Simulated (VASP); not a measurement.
The system is CoO.

```
Co O
1.0
     0.00000    2.14562    2.14562
     2.14562    0.00000    2.14562
     2.14562    2.14562    0.00000
Co O
1 1
Cartesian
  0.0000 0.0000 0.0000
  2.1456 2.1456 2.1456
```

Base run:

| Quantity | Value |
| --- | --- |
| Program | VASP 6.6.1 |
| Functional | PBE |
| Potentials or basis | VASP PAW PBE potentials, release 64 (Co, O) |
| Cutoff | 520 eV |
| k mesh | 11 × 11 × 11 |
| Occupations | fermi-dirac, width 0.05 eV |
| Spin | collinear spin, ferromagnetic start |
| Starting moments | [2.0, 0.0] μB |

Its results: pressure -5.4 GPa; net moment 2.94 μB per cell; site moments Co +2.58; O +0.30 μB.

Question: The run is repeated on the same cell with these changes: functional from PBE to PBEsol; dispersion from none to D4. What comes out?

Answer: Pressure -16.1 GPa; net moment 2.97 μB per cell; site moments Co +2.59; O +0.32 μB.

Several settings changed at once, so the effect can't be laid on one alone.

Caveats: a cell with one magnetic atom can't hold antiferromagnetic order, which such compounds often take; the PAW data sets were made with another functional, which shifts forces and pressure a little (some runs); pairwise dispersion overbinds metals, which lowers pressure and volume (some runs).
